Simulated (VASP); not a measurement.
# Te (P3_121) in VASP: settings compared

The runs below take Te through single point, with PBE+D4, PBE+D3(BJ).

Program: VASP 6.6.1. These are calculated values, not measurements. Logs are shortened: lines on timing, memory, paths and dates and some standing lists are left out, and cuts for length are marked.

### 1 The cell of the first run

It takes space group P3_121 (No. 152, trigonal). Conventional cell: a = 4.317 Å, b = 4.317 Å, c = 5.964 Å, α = 90.00°, β = 90.00°, γ = 120.00°. Within 3.8 Å of Te (site symmetry 2) lie 6 Te at 2.91 to 3.35 Å.

### 2 Single point, PBE+D4

INCAR reads:

```
SYSTEM = Te
  ALGO = Normal
  EDIFF = 1E-7
  ENCUT = 520
  GGA = PE
  ISIF = 2
  ISMEAR = -1
  IVDW = 13
  LASPH = .TRUE.
  LCHARG = .TRUE.
  LELF = .TRUE.
  LREAL = .FALSE.
  LVHAR = .TRUE.
  LWAVE = .FALSE.
  NBANDS = 16
  NELM = 60
  PREC = Accurate
  SIGMA = 0.05
```

KPOINTS reads:

```
k-points
0
G
  7 7 5
  0 0 0
```

POSCAR reads:

```
Te
1.0
    4.3169069577      0.0000000000      0.0000000000
   -2.1584534789      3.7385510912      0.0000000000
    0.0000000000      0.0000000000      5.9644188904
Te
3
Direct
    0.7153303662      0.7153303662      0.0000000000
    0.0000000000      0.2846696338      0.6666666667
    0.2846696338      0.0000000000      0.3333333333
```

Potentials or basis: VASP PAW PBE potentials, release 64 (Te).

Started as:

```console
$ cat potpaw_PBE.64/Te/POTCAR > POTCAR
$ mpirun -np 1 vasp_std > vasp.out
```

OUTCAR:

```text
SYSTEM = Te
   EDIFF = 1E-7
   ENCUT = 520
   GGA = PE
   ISIF = 2
   ISMEAR = -1
   IVDW = 13
   LASPH = .TRUE.
   LREAL = .FALSE.
   NELM = 60
   PREC = Accurate

 ion  position               nearest neighbor table
   1  0.715  0.715  0.000-   3 2.91   2 2.91   2 3.35   3 3.35   2 3.35   3 3.35
   2  0.000  0.285  0.667-   1 2.91   3 2.91   1 3.35   1 3.35   3 3.35   3 3.35
   3  0.285  0.000  0.333-   1 2.91   2 2.91   1 3.35   1 3.35   2 3.35   2 3.35

  LATTYP: Found a hexagonal cell.
 ALAT       =     4.3169069577
 C/A-ratio  =     1.3816417516

  Lattice vectors:

 A1 = (   4.3169069577,   0.0000000000,   0.0000000000)
 A2 = (  -2.1584534789,   3.7385510912,   0.0000000000)
 A3 = (   0.0000000000,   0.0000000000,   5.9644188904)

Analysis of symmetry for initial positions (statically):
=====================================================================
 Subroutine PRICEL returns:
 Original cell was already a primitive cell.

 Routine SETGRP: Setting up the symmetry group for a
 hexagonal supercell.

 Subroutine GETGRP returns: Found  6 space group operations
 (whereof  2 operations were pure point group operations)
 out of a pool of 24 trial point group operations.

The static configuration has the point symmetry C_2 .
 The point group associated with its full space group is D_3 .

Analysis of symmetry for dynamics (positions and initial velocities):
=====================================================================
 Subroutine PRICEL returns:
 Original cell was already a primitive cell.

 Routine SETGRP: Setting up the symmetry group for a
 hexagonal supercell.

 Subroutine GETGRP returns: Found  6 space group operations
 (whereof  2 operations were pure point group operations)
 out of a pool of 24 trial point group operations.

The dynamic configuration has the point symmetry C_2 .
 The point group associated with its full space group is D_3 .

 Subroutine INISYM returns: Found  6 space group operations
 (whereof  2 operations are pure point group operations),
 and found     1 'primitive' translations

----------------------------------------------------------------------------------------

                                     Primitive cell

  volume of cell :      96.2596

  direct lattice vectors                    reciprocal lattice vectors
     4.316906958  0.000000000  0.000000000     0.231647337  0.133741652  0.000000000
    -2.158453479  3.738551091  0.000000000     0.000000000  0.267483305  0.000000000
     0.000000000  0.000000000  5.964418890     0.000000000  0.000000000  0.167660927

  length of vectors
     4.316906958  4.316906958  5.964418890     0.267483305  0.267483305  0.167660927

  position of ions in fractional coordinates (direct lattice)
     0.715330366  0.715330366  0.000000000
     1.000000000  0.284669634  0.666666667
     0.284669634  0.000000000  0.333333333

  ion indices of the primitive-cell ions
   primitive index   ion index
                 1           1
                 2           2
                 3           3

----------------------------------------------------------------------------------------

 KPOINTS: k-points

Automatic generation of k-mesh.
 Grid dimensions read from file:
 generate k-points for:    7    7    5

 Generating k-lattice:

  Cartesian coordinates                     Fractional coordinates (reciprocal lattice)
     0.033092477  0.019105950  0.000000000     0.142857143  0.000000000  0.000000000
     0.000000000  0.038211901  0.000000000     0.000000000  0.142857143  0.000000000
     0.000000000  0.000000000  0.033532185     0.000000000  0.000000000  0.200000000

  Length of vectors
     0.038211901  0.038211901  0.033532185

  Shift w.r.t. Gamma in fractional coordinates (k-lattice)
     0.000000000  0.000000000  0.000000000

 Subroutine IBZKPT returns following result:
 ===========================================

 Found     32 irreducible k-points:

 Following reciprocal coordinates:
            Coordinates               Weight
  0.000000  0.000000  0.000000      1.000000
  0.142857 -0.000000  0.000000      6.000000
  0.285714 -0.000000  0.000000      6.000000
  0.428571  0.000000  0.000000      6.000000
  0.142857  0.142857  0.000000      6.000000
  0.285714  0.142857  0.000000     12.000000
[... 16 lines left out ...]
  0.000000  0.142857  0.400000      6.000000
  0.285714 -0.000000  0.400000      6.000000
 [... further k-points ...]
   k-points           NKPTS =     32   k-points in BZ     NKDIM =     32   number of bands    NBANDS=     16
   number of dos      NEDOS =    301   number of ions     NIONS =      3
   total plane-waves  NPLWV =  49152
   dimension x,y,z NGX =    32 NGY =   32 NGZ =   48
   dimension x,y,z NGXF=    64 NGYF=   64 NGZF=   96
   ions per type =               3
   NGX,Y,Z   is equivalent  to a cutoff of  12.32, 12.32, 13.38 a.u.
   NGXF,Y,Z  is equivalent  to a cutoff of  24.65, 24.65, 26.76 a.u.
 SYSTEM =  Te
   PREC   = accura    normal or accurate (medium, high low for compatibility)
   ISTART =      0    job   : 0-new  1-cont  2-samecut
   ICHARG =      2    charge: 1-file 2-atom 10-const
   ISPIN  =      1    spin polarized calculation?
   LNONCOLLINEAR =      F non collinear calculations
   LSORBIT =      F    spin-orbit coupling
   LASPH  =      T    aspherical Exc in radial PAW
   ENCUT  =  520.0 eV  38.22 Ry    6.18 a.u.   8.03  8.03 11.09*2*pi/ulx,y,z
   NELM   =     60;   NELMIN=  2; NELMDL= -5     # of ELM steps
   EDIFF  = 0.1E-06   stopping-criterion for ELM
   LREAL  =      F    real-space projection
   EDIFFG = 0.1E-05   stopping-criterion for IOM
   NSW    =      0    number of steps for IOM
   IBRION =     -1    ionic relax: 0-MD 1-quasi-New 2-CG
   NFREE  =      0    steps in history (QN), initial steepest desc. (CG)
   ISIF   =      2    stress and relaxation
   ISYM   =      2    0-nonsym 1-usesym 2-fastsym
   POTIM  = 0.5000    time-step for ionic-motion
   TEBEG  =    0.0;   TEEND  =   0.0 temperature during run
   PSTRESS=    0.0 pullay stress
   NELECT =      18.0000    total number of electrons
   NUPDOWN=      -1.0000    fix difference up-down
   EMIN   =  10.00;   EMAX   =-10.00  energy-range for DOS
   EFERMI =   0.00;   METHOD = LEGACY
   ISMEAR =    -1;   SIGMA  =   0.05  broadening in eV -4-tet -1-fermi 0-gaus
   EFERMI_NEDOS =   21; number of points for ismear=-14 and -15
   IALGO  =     38    algorithm
   IMIX   =      4    mixing-type and parameters
     AMIX     =   0.40;   BMIX     =  1.00
     AMIX_MAG =   1.60;   BMIX_MAG =  1.00
  volume/ion in A,a.u.               =      32.09       216.53
  Fermi-wavevector in a.u.,A,eV,Ry     =   0.936162  1.769089 11.924133  0.876399
  Thomas-Fermi vector in A             =   2.063143
   LORBIT       =      0    0 simple, 1 ext, 2 COOP (PROOUT), +10 PAW based schemes
   GGA     = PE    functional components
   LHFCALC =     F    Hartree Fock is set to
   AEXX    =    0.0000 exact exchange contribution
   IVDW    =    13    specifies the selected vdW correction
   LEPSILON=     F    determine dielectric tensor
   LRPA    =     F    only Hartree local field effects (RPA)
 non-spin polarized calculation
  energy-cutoff  :      520.00
  volume of cell :       96.26
 maximum number of plane-waves:      2610
   NGX = 17   NGY = 17   NGZ = 23

 number of electron      17.9999998 magnetization

 Free energy of the ion-electron system (eV)
  ---------------------------------------------------
  ext. energy  EPLUGINS =         0.00000000
  ---------------------------------------------------
  free energy    TOTEN  =        -9.37274042 eV

  energy without entropy =       -9.37242522  energy(sigma->0) =       -9.37258282

 E-fermi :   6.7647     XC(G=0):  -9.3473

 val. band max:        6.4952421056   @ k =   0.2857   0.2857   0.4000
 cond. band min:       6.9856313501   @ k =   0.0000   0.0000   0.4000
 fundamental gap:      0.4903892446
 Fermi energy:         6.7646930563

 k-point     1 :       0.0000    0.0000    0.0000
  band No.  band energies     occupation
      1      -7.2030      2.00000
      2      -3.8261      2.00000
      3      -3.8261      2.00000
      4       3.7507      2.00000
      5       4.1008      2.00000
      6       4.1008      2.00000
[... 8 lines left out ...]
     15      12.8038      0.00000
     16      12.8038      0.00000

 k-point     2 :       0.1429   -0.0000    0.0000
  band No.  band energies     occupation
      1      -7.0401      2.00000
      2      -3.8490      2.00000
      3      -3.7724      2.00000
      4       2.6261      2.00000
      5       3.3075      2.00000
      6       3.6213      2.00000
[... 8 lines left out ...]
     15      12.7295      0.00000
     16      13.1452      0.00000

 k-point     3 :       0.2857   -0.0000    0.0000
  band No.  band energies     occupation
      1      -6.5792      2.00000
      2      -4.0663      2.00000
      3      -3.6322      2.00000
      4       1.6642      2.00000
      5       2.4402      2.00000
      6       3.0407      2.00000
[... 8 lines left out ...]
     15      13.3903      0.00000
     16      14.2501      0.00000

 k-point     4 :       0.4286    0.0000    0.0000
  band No.  band energies     occupation
      1      -5.9730      2.00000
      2      -4.5722      2.00000
      3      -3.5007      2.00000
      4       1.5678      2.00000
      5       2.0140      2.00000
      6       2.7121      2.00000
[... 8 lines left out ...]
     15      14.9929      0.00000
     16      15.4455      0.00000

 k-point     5 :       0.1429    0.1429    0.0000
  band No.  band energies     occupation
      1      -6.7270      2.00000
      2      -3.9161      2.00000
      3      -3.7349      2.00000
      4       1.9733      2.00000
      5       2.2420      2.00000
      6       3.7809      2.00000
[... 8 lines left out ...]
     15      13.3358      0.00000
     16      14.0173      0.00000

 k-point     6 :       0.2857    0.1429    0.0000
  band No.  band energies     occupation
      1      -6.1715      2.00000
      2      -4.2430      2.00000
      3      -3.7003      2.00000
      4       1.6220      2.00000
      5       1.9078      2.00000
      6       3.1517      2.00000
[... 8 lines left out ...]
     15      14.3260      0.00000
     16      15.3165      0.00000
[... 267 lines left out ...]
 k-point    21 :       0.0000    0.0000    0.4000
  band No.  band energies     occupation
      1      -6.6245      2.00000
      2      -5.9178      2.00000
      3      -1.6952      2.00000
      4       2.7103      2.00000
      5       3.9495      2.00000
      6       4.1006      2.00000
[... 8 lines left out ...]
     15      11.8938      0.00000
     16      13.8835      0.00000

 k-point    22 :       0.1429   -0.0000    0.4000
  band No.  band energies     occupation
      1      -6.4786      2.00000
      2      -5.7828      2.00000
      3      -2.0029      2.00000
      4       2.6714      2.00000
      5       3.7478      2.00000
      6       3.9692      2.00000
[... 8 lines left out ...]
     15      12.2034      0.00000
     16      13.0931      0.00000

 k-point    23 :       0.0000    0.1429    0.4000
  band No.  band energies     occupation
      1      -6.4717      2.00000
      2      -5.7958      2.00000
      3      -1.9679      2.00000
      4       2.5608      2.00000
      5       3.3094      2.00000
      6       3.8706      2.00000
[... 8 lines left out ...]
     15      12.4896      0.00000
     16      13.4001      0.00000

 k-point    24 :       0.2857   -0.0000    0.4000
  band No.  band energies     occupation
      1      -6.0956      2.00000
      2      -5.3936      2.00000
      3      -2.8070      2.00000
      4       2.0491      2.00000
      5       3.1853      2.00000
      6       3.3587      2.00000
[... 8 lines left out ...]
     15      12.6328      0.00000
     16      13.3436      0.00000

 [... further k-points ...]

------------------------ aborting loop because EDIFF is reached ----------------------------------------

  DFT-D4 for vdW energy calculation

  Edisp (eV):   -1.50322

  FORCE on cell =-STRESS in cart. coord.  units (eV):
  Direction    XX          YY          ZZ          XY          YZ          ZX
  --------------------------------------------------------------------------------------
  -------------------------------------------------------------------------------------
  Total      -0.02102    -0.02102     0.00264     0.00000     0.00000    -0.00000
  in kB      -0.34992    -0.34992     0.04390     0.00000     0.00000    -0.00000
  external pressure =       -0.22 kB  Pullay stress =        0.00 kB

 VOLUME and BASIS-vectors are now :
 -----------------------------------------------------------------------------
  energy-cutoff  :      520.00
  volume of cell :       96.26
      direct lattice vectors                 reciprocal lattice vectors
     4.316906958  0.000000000  0.000000000     0.231647337  0.133741652  0.000000000
    -2.158453479  3.738551091  0.000000000     0.000000000  0.267483305  0.000000000
     0.000000000  0.000000000  5.964418890     0.000000000  0.000000000  0.167660927

 POSITION                                       TOTAL-FORCE (eV/Angst)
 -----------------------------------------------------------------------------------
      1.54401      2.67430      0.00000        -0.005162     -0.008941      0.000000
     -0.61445      1.06425      3.97628        -0.005162      0.008941      0.000000
      1.22889      0.00000      1.98814         0.010324     -0.000000      0.000000
 -----------------------------------------------------------------------------------
    total drift:                                0.000000     -0.000000      0.000000

  FREE ENERGIE OF THE ION-ELECTRON SYSTEM (eV)
  ---------------------------------------------------
  free  energy   TOTEN  =       -10.8759595547 eV

  energy  without entropy=      -10.8756443557  energy(sigma->0) =      -10.87580196
```

Run time: 70 s. Hardware: 1 thread of Intel Xeon 8259CL, shared host; peak memory 0.22 GiB.

Results:

| Property | Result |
| --- | --- |
| Free energy | -10.8760 eV |
| Pressure | 0.0 GPa |
| Largest force | 0.010 eV/Å |
| Band gap on the k mesh | 0.49 eV (least direct gap 0.62 eV) |
| Dispersion energy per atom | -0.501 eV |

Forces on the atoms (eV/Å):
```
Te  -0.005 -0.009  0.000
Te  -0.005  0.009  0.000
Te   0.010  0.000  0.000
```

Caveat: semilocal functionals underestimate gaps, and a narrow one can read as zero; spin-orbit coupling is left out, which moves the levels of the heavy elements.

### 3 Single point, PBE+D3(BJ)

This run uses another cell than the first one, of 32.36 Å³/atom.

INCAR reads:

```
SYSTEM = Te
PREC = Accurate ; ENCUT = 520
EDIFF = 1E-6 ; ISMEAR = -1
SIGMA = 0.05 ; LREAL = .FALSE.
LASPH = .TRUE. ; NELM = 80
ALGO = Normal ; ISIF = 2
LWAVE = .FALSE. ; LCHARG = .FALSE.
GGA = PE ; IVDW = 12
NBANDS = 16
```

KPOINTS reads:

```
regular mesh
0
G
  7 7 5
  0 0 0
```

POSCAR reads:

```
Te
1.0
    4.3358796253      0.0000000000      0.0000000000
   -2.1679398127      3.7549819033      0.0000000000
    0.0000000000      0.0000000000      5.9621229371
Te
3
Direct
    0.7167777767      0.7167777767      0.0000000000
    0.0000000000      0.2832222233      0.6666666667
    0.2832222233      0.0000000000      0.3333333333
```

Potentials or basis: VASP PAW PBE potentials, release 64 (Te).

Started as:

```console
$ cat potpaw_PBE.64/Te/POTCAR > POTCAR
$ mpirun -np 1 vasp_std > vasp.out
```

Run time: 64 s. Hardware: 1 thread of Intel Xeon 8259CL, shared host; peak memory 0.23 GiB.

It converged, with:

```yaml
Free_energy: -10.7426 eV
Pressure: -0.2 GPa
Largest_force: 0.011 eV/Å
Band_gap_on_the_k_mesh: 0.49 eV (least direct gap 0.64 eV)
Dispersion_energy_per_atom: -0.453 eV
```

Forces in eV/Å, atoms in the order of the input:
```
Te  -0.006 -0.010  0.000
Te  -0.006  0.010  0.000
Te   0.011  0.000  0.000
```

Levels at points of the mesh, in eV from the valence-band top:
```csv
k point,band 7,band 8,band 9,band 10,band 11,band 12
"(0.00, 0.00, 0.00)",-1.57,-1.57,-0.93,1.18,1.18,1.86
```

Caveat: three body term missing; semilocal functionals underestimate gaps, and a narrow one can read as zero; spin-orbit coupling is left out, which moves the levels of the heavy elements. A hybrid or GW would open this gap; PBE tends to underestimate it.

### 4 Single point, PBE+D3(BJ)

This run uses another cell than the first one, of 33.93 Å³/atom.

INCAR reads:

```
SYSTEM = Te
  PREC = Accurate
  ENCUT = 520
  EDIFF = 1E-6
  ISMEAR = -1
  SIGMA = 0.05
  LREAL = .FALSE.
  LASPH = .TRUE.
  NELM = 60
  ALGO = Normal
  ISIF = 2
  LWAVE = .FALSE.
  LCHARG = .FALSE.
  GGA = PE
  IVDW = 12
  NBANDS = 16
```

KPOINTS is that of step 3.

POSCAR reads:

```
Te
1.0
    4.4540000000      0.0000000000      0.0000000000
   -2.2270000000      3.8572771485      0.0000000000
    0.0000000000      0.0000000000      5.9240000000
Te
3
Direct
    0.7310000000      0.7310000000      0.0000000000
    0.0000000000      0.2690000000      0.6666666667
    0.2690000000      0.0000000000      0.3333333333
```

Started as:

```console
$ cat potpaw_PBE.64/Te/POTCAR > POTCAR
$ mpirun -np 1 vasp_std > vasp.out
```

Run time: 85 s. Hardware: 1 thread of Intel Xeon 8259CL, shared host; peak memory 0.25 GiB.

The run converged. Its results:

```yaml
Free_energy: -10.7081 eV
Pressure: -0.7 GPa
Largest_force: 0.164 eV/Å
Band_gap_on_the_k_mesh: 0.63 eV (least direct gap 0.78 eV)
Dispersion_energy_per_atom: -0.430 eV
```

Forces in eV/Å, atoms in the order of the input:
```
Te  -0.082 -0.142  0.000
Te  -0.082  0.142  0.000
Te   0.164  0.000  0.000
```

Stress tensor (GPa, compression positive):
```
-0.88  0.00  0.00
 0.00 -0.88  0.00
 0.00  0.00 -0.42
```

Levels at points of the mesh, in eV from the valence-band top:
| k point | band 6 | band 7 | band 8 | band 9 | band 10 | band 11 | band 12 | band 13 |
| --- | --- | --- | --- | --- | --- | --- | --- | --- |
| (0.00, 0.00, 0.00) | -2.59 | -1.52 | -1.52 | -0.69 | 1.17 | 1.17 | 1.77 | 5.12 |

Caveat: three body term missing; semilocal functionals underestimate gaps, and a narrow one can read as zero; spin-orbit coupling is left out, which moves the levels of the heavy elements. A k mesh can miss the band edges.

### 5 Summary

```tsv
level	cell	gap on the mesh (eV)	pressure (GPa)	largest force (eV/Å)
PBE+D4	a = 4.317, b = 4.317, c = 5.964 Å, angles 90.0, 90.0, 120.0°, 3 atoms, atomic positions A	0.49	0.0	0.01
PBE+D3(BJ)	a = 4.336, b = 4.336, c = 5.962 Å, angles 90.0, 90.0, 120.0°, 3 atoms, atomic positions B	0.49	-0.2	0.01
PBE+D3(BJ)	a = 4.454, b = 4.454, c = 5.924 Å, angles 90.0, 90.0, 120.0°, 3 atoms, atomic positions C	0.63	-0.7	0.16
```

Alike in all rows: task single point; potentials or basis VASP PAW PBE potentials, release 64 (Te); no spin polarisation; k mesh 7 × 7 × 5; cutoff (eV) 520; smearing fermi-dirac 0.05 eV.

Caveats: semilocal functionals underestimate gaps, and a narrow one can read as zero; spin-orbit coupling is left out, which moves the levels of the heavy elements; three body term missing (at least some runs).

Total energies depend on the potentials used, so only differences within one code and one set of settings carry meaning.
